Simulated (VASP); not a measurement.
## SiC: single point with PBEsol

Crystal: SiC.

```
Si C
1.0
     0.00000    2.21477    2.21477
     2.21477    0.00000    2.21477
     2.21477    2.21477    0.00000
Si C
1 1
Direct
  0.00000 0.00000 0.00000
  0.75000 0.75000 0.75000
```

```yaml
Program: VASP 6.6.1
Task: single point
Functional: PBEsol
Potentials_or_basis: VASP PAW PBE potentials, release 64 (Si, C)
Cutoff: 600 eV
k_mesh: 10 × 10 × 10
Occupations: gaussian, width 0.05 eV
Spin: no spin polarisation
Dipole_correction: no
Further_INCAR_settings: ALGO = Normal; EDIFF = 1e-06; NBANDS = 11
```

```
Pressure               : -9.8 GPa
Band gap on the k mesh : 1.28 eV (least direct gap 4.39 eV)
```

Levels at points of the mesh, in eV from the valence-band top:
```
           k point  band 2  band 3  band 4  band 5  band 6  band 7
(0.00, 0.00, 0.00)    0.00    0.00    0.00    5.62    6.92    6.92
(0.50, 0.00, 0.00)   -8.33   -1.04   -1.04    4.94    6.95    6.95
(0.50, 0.50, 0.00)   -7.68   -3.11   -3.11    1.28    4.03   13.39
```

Wall time 29 s on 1 thread of Intel Xeon 8259CL, on a shared host, peak memory 0.15 GiB.

Caveat: the cell stands under tension; the PAW data sets were made with another functional, which shifts forces and pressure a little. A k mesh can miss the band edges.
